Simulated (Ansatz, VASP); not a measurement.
One calculation of Hf3SiMo, two programs

```
Hf Si Mo
1.0
     4.94322    0.00000    0.00000
     0.00000    4.94322    0.00000
     0.00000    0.00000    4.94322
Hf Si Mo
3 1 1
Direct
  0.50000 0.00000 0.50000
  0.50000 0.50000 0.00000
  0.00000 0.50000 0.50000
  0.00000 0.00000 0.00000
  0.50000 0.50000 0.50000
```

Change from the starting cell: species swapped into the Lu3SnC type (Pm-3m, No. 221).

Alike in both runs: task relaxation of cell and atoms; functional PBE; k mesh 8 × 8 × 8; occupations gaussian, width 0.1 eV; no spin polarisation.

|  | VASP | Ansatz |
| --- | --- | --- |
| version | VASP 6.6.1 | Ansatz 0.2.0 |
| potentials or method | VASP PAW PBE potentials, release 64 (Hf_pv, Si, Mo_sv), cutoff 600 eV | scalar-relativistic, plane waves, PAW |
| valence electrons in the cell | 48 | 96 |

|  | VASP | Ansatz | Ansatz less VASP |
| --- | --- | --- | --- |
| gap on the k mesh at the Fermi level, each at its own relaxed structure (eV) | none | none | - |
| relaxed volume (Å³/atom) | 24.31 | 24.46 | +0.158 |
| relaxed cell length with the largest relative difference (Å) | 4.953 | 4.964 | +0.0107 |

A gap of «none» marks a metal or a gap that the smearing closes. VASP's potentials hold 48 valence electrons a cell and Ansatz's 96, so a difference there can come from the potentials and not from the codes.

Spin-orbit coupling is off throughout.
